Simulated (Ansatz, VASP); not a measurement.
**Zn3S in VASP and in Ansatz**

```
Zn S
1.0
     3.95431    0.00000    0.00000
     0.00000    3.95431    0.00000
     0.00000    0.00000    3.95431
Zn S
3 1
Direct
  0.00000 0.50000 0.50000
  0.50000 0.00000 0.50000
  0.50000 0.50000 0.00000
  0.00000 0.00000 0.00000
```

Alike in both runs: task relaxation of cell and atoms; functional PBE; k mesh 4 × 4 × 4; occupations gaussian, width 0.1 eV; no spin polarisation.

```csv
,VASP,Ansatz
version,VASP 6.6.1,Ansatz 0.2.0
potentials or method,"VASP PAW PBE potentials, release 64 (Zn, S), cutoff 600 eV","scalar-relativistic, plane waves, PAW"
valence electrons in the cell,42,42
```

```csv
,VASP,Ansatz,Ansatz less VASP
"gap on the k mesh at the Fermi level, each at its own relaxed structure (eV)",none,none,-
relaxed volume (Å³/atom),16.53,16.46,-0.071
relaxed length of the cell vector where the two differ most in proportion (Å),4.044,4.038,-0.0058
```

A gap of «none» marks a metal or a gap that the smearing closes.

The k mesh is coarse, so the values compare programs but aren't converged.
